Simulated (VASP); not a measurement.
Here is a VASP 6.6.1 calculation.

The input INCAR:

```
SYSTEM = WS2
PREC = Accurate
ENCUT = 520
EDIFF = 1E-6
ISMEAR = 0
SIGMA = 0.025
LREAL = .False.
LASPH = .True.
NELM = 60
ALGO = Normal
ISIF = 2
LWAVE = .False.
LCHARG = .True.
GGA = PE
LELF = .True.
LVHAR = .True.
NBANDS = 20
```

KPOINTS

```
regular mesh
0
Gamma
  10 10 2
  0 0 0
```

The input POSCAR:

```
WS2
1.0
    3.1835163552      0.0000000000      0.0000000000
   -1.5917581776      2.7570060369      0.0000000000
    0.0000000000      0.0000000000     16.9505778900
W S
1 2
Direct
    0.0000000000      0.0000000000      0.0000000000
    0.3333333333      0.6666666667      0.0920005100
    0.3333333333      0.6666666667      0.9079994900
```

Potentials or basis: VASP PAW PBE potentials, release 64 (W_sv, S).

The run is started by

```bash
$ cat potpaw_PBE.64/W_sv/POTCAR potpaw_PBE.64/S/POTCAR > POTCAR
$ mpirun -np 1 vasp_std > vasp.out
```

**Question.** Predict the band gap on the k mesh.

**Answer.** 2.00 eV, indirect (least direct gap 2.16 eV).

**Question.** Estimate the largest force.

**Answer.** 0.263 eV/Å.

Forces on the atoms (eV/Å):
```
W    0.000  0.000  0.000
S    0.000  0.000  0.263
S    0.000  0.000 -0.263
```

Caveat: spin-orbit coupling is left out, which moves the levels of the heavy elements.
